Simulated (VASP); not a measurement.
**Al: single point with r2SCAN**

Al:

```
CELL_PARAMETERS angstrom
0.00000 1.99729 1.99729
1.99729 0.00000 1.99729
1.99729 1.99729 0.00000
ATOMIC_POSITIONS crystal
Al 0.00000 0.00000 0.00000
```

```json
{
 "Program": "VASP 6.6.1",
 "Task": "single point",
 "Functional": "r2SCAN",
 "Potentials or basis": "VASP PAW PBE potentials, release 64 (Al)",
 "Cutoff": "520 eV",
 "k mesh": "18 × 18 × 18",
 "Occupations": "fermi-dirac, width 0.15 eV",
 "Spin": "no spin polarisation",
 "Dipole correction": "no",
 "Further INCAR settings": "ALGO = Normal; EDIFF = 1e-07; NBANDS = 8"
}
```

| Property | Result |
| --- | --- |
| Pressure | -0.3 GPa |

Levels at points of the mesh, in eV from the Fermi level:
```tsv
k point	band 1	band 2	band 3	band 4	band 5
(0.00, 0.00, 0.00)	-12.08	13.52	13.52	13.52	15.71
(0.50, 0.00, 0.00)	-5.14	-4.58	12.25	12.25	12.71
(0.50, 0.50, 0.00)	-3.24	-1.66	5.47	6.18	6.18
```

Run time: 73 s on 1 thread of AMD EPYC 9R45 96-Core Processor (Zen 5), with other jobs on the host, peak memory 0.12 GiB.

Caveat: the PAW data sets were made with another functional, which shifts forces and pressure a little.
